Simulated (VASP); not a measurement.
Write the native input for VASP 6.6.1 that does the following.

| Quantity | Value |
| --- | --- |
| Task | single point |
| Functional | PBE |
| Potentials or basis | VASP PAW PBE potentials, release 64 (Ga_d) |
| Cutoff | 520 eV |
| k mesh | 14 × 14 × 16 |
| Occupations | fermi-dirac, width 0.05 eV |
| Spin | no spin polarisation |
| Dipole correction | no |
| Further INCAR settings | ALGO = Normal; EDIFF = 1e-07; NBANDS = 12 |

The structure of Ga lies in POSCAR:

```
Ga
1.0
   -1.3495050000      1.4163750000      2.2290000000
    1.4163750000     -1.3495050000      2.2290000000
    1.3916250000      1.3916250000     -2.1868800000
Ga
1
Direct
    0.0000000000      0.0000000000      0.0000000000
```

This cell differs from its parent crystal: equal xy, yz and zx shear strains of +3 %.

One way to write it, as run:

INCAR

```
PREC = Accurate
ENCUT = 520
EDIFF = 1E-7
ISMEAR = -1
SIGMA = 0.05
LREAL = False
LASPH = True
NELM = 100
ALGO = Normal
ISIF = 2
LWAVE = False
LCHARG = False
GGA = PE
NBANDS = 12
```

KPOINTS

```
regular mesh
0
Gamma
  14 14 16
```

Potentials or basis: VASP PAW PBE potentials, release 64 (Ga_d).

Command:

```sh
$ cat potpaw_PBE.64/Ga_d/POTCAR > POTCAR
$ mpirun -np 1 vasp_std > vasp.out
```

Results of the run:

```
Pressure               : 4.4 GPa
Band gap on the k mesh : zero (an odd number of electrons rules out a gap without spin polarisation)
```

Caveat: the cell differs from its parent crystal (equal xy, yz and zx shear strains of +3 %); the cell stands under pressure.

Run time: 45 s on 1 thread of Intel(R) Xeon(R) 6975P-C (Granite Rapids), on a shared host, peak memory 0.28 GiB.
